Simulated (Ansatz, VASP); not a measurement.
## Ga2O3 in VASP and in Ansatz

Contents of INCAR:

```
PREC     = Accurate       # precision mode
ENCUT    = 520            # plane-wave cutoff, eV
EDIFF    = 1E-6           # SCF threshold, eV
ISMEAR   = -1             # smearing method
SIGMA    = 0.02           # smearing width, eV
LREAL    = False          # projectors in reciprocal space
LASPH    = True           # aspherical terms in the spheres
NELM     = 80             # most SCF steps
ALGO     = Normal         # electronic algorithm
ISIF     = 2              # what is computed and relaxed
LWAVE    = False          # write WAVECAR
LCHARG   = False          # write CHGCAR
GGA      = PE             # functional
NBANDS   = 55             # bands
```

File KPOINTS:

```
Automatic mesh
0
Gamma
  8 8 4
```

The input POSCAR:

```
Ga2O3
1.0
    6.2499615533     -1.5499491160     -0.0025833965
    6.2499615533      1.5499491160     -0.0025833965
   -1.4113114636      0.0000000000      5.5763762978
Ga O
4 6
Direct
    0.3414319123      0.3414319123      0.6867850506
    0.6585680877      0.6585680877      0.3132149494
    0.9129214243      0.9129214243      0.2104209876
    0.0870785757      0.0870785757      0.7895790124
    0.5029911043      0.5029911043      0.7408294434
    0.4970088957      0.4970088957      0.2591705566
    0.8254816479      0.8254816479      0.4334545514
    0.1745183521      0.1745183521      0.5665454486
    0.1600909304      0.1600909304      0.1082987671
    0.8399090696      0.8399090696      0.8917012329
```

Input for Ansatz:

```yaml
crystal:
  lattice:
    - [6.2499615533, -1.549949116, -0.0025833965]
    - [6.2499615533, 1.549949116, -0.0025833965]
    - [-1.4113114636, 0.0, 5.5763762978]
  atoms:
    - { symbol: Ga, position: [0.3414319123, 0.3414319123, 0.6867850506] }
    - { symbol: Ga, position: [0.6585680877, 0.6585680877, 0.3132149494] }
    - { symbol: Ga, position: [0.9129214243, 0.9129214243, 0.2104209876] }
    - { symbol: Ga, position: [0.0870785757, 0.0870785757, 0.7895790124] }
    - { symbol: O, position: [0.5029911043, 0.5029911043, 0.7408294434] }
    - { symbol: O, position: [0.4970088957, 0.4970088957, 0.2591705566] }
    - { symbol: O, position: [0.8254816479, 0.8254816479, 0.4334545514] }
    - { symbol: O, position: [0.1745183521, 0.1745183521, 0.5665454486] }
    - { symbol: O, position: [0.1600909304, 0.1600909304, 0.1082987671] }
    - { symbol: O, position: [0.8399090696, 0.8399090696, 0.8917012329] }
kpoints:
  mp_grid: { grid: [8, 8, 4] }
  band_path:
    path:
      - [0.0, 0.0, 0.0]
      - [-0.266303588, 0.266303588, 0.0]
      - [-0.733696412, -0.266303588, 0.0]
      - [-0.5, -0.5, 0.0]
      - [-0.5, -0.5, 0.5]
      - [-0.7419050365, -0.2580949635, 0.5]
      - [-0.2580949635, 0.2580949635, 0.5]
      - [0.0, 0.0, 0.5]
      - [-0.5, 0.0, 0.5]
      - [-0.052083, 0.052083, 0.0]
    npoints: 1
hamiltonian:
  xc: pbe
scf:
  occupations: { method: fermi_dirac, width: 0.02 }
  n_extra_bands: 6
output:
  forces: true
  stress: true
  eigenvalues: true
```

Change from the starting cell: epitaxial_xy strain +2.0%.

Alike in both runs: task single point; functional PBE; k mesh 8 × 8 × 4; occupations fermi-dirac, width 0.02 eV; no spin polarisation.

```csv
,VASP,Ansatz
version,VASP 6.6.1,Ansatz 0.2.0
potentials or method,"VASP PAW PBE potentials, release 64 (Ga_d, O)","plane waves, PAW"
plane-wave cutoff (eV),520,420
valence electrons in the cell,88,88
```

Ansatz gave:

- gap on the k mesh at the Fermi level (eV): 2.08
- pressure (GPa): 3.4
- traceless stress, the component that is largest in VASP (GPa): 4.09
- rms of the force components (eV/Å): 0.059

Problem. Which values does VASP return?

Solution. gap on the k mesh at the Fermi level (eV): 2.07; pressure (GPa): 4.0; traceless stress, the component that is largest in VASP (GPa): 4.02; rms of the force components (eV/Å): 0.062.

Atom by atom the forces differ by 0.008 eV/Å (rms over components). The functional is the same, so the differences come from potentials, cutoffs and numerics.
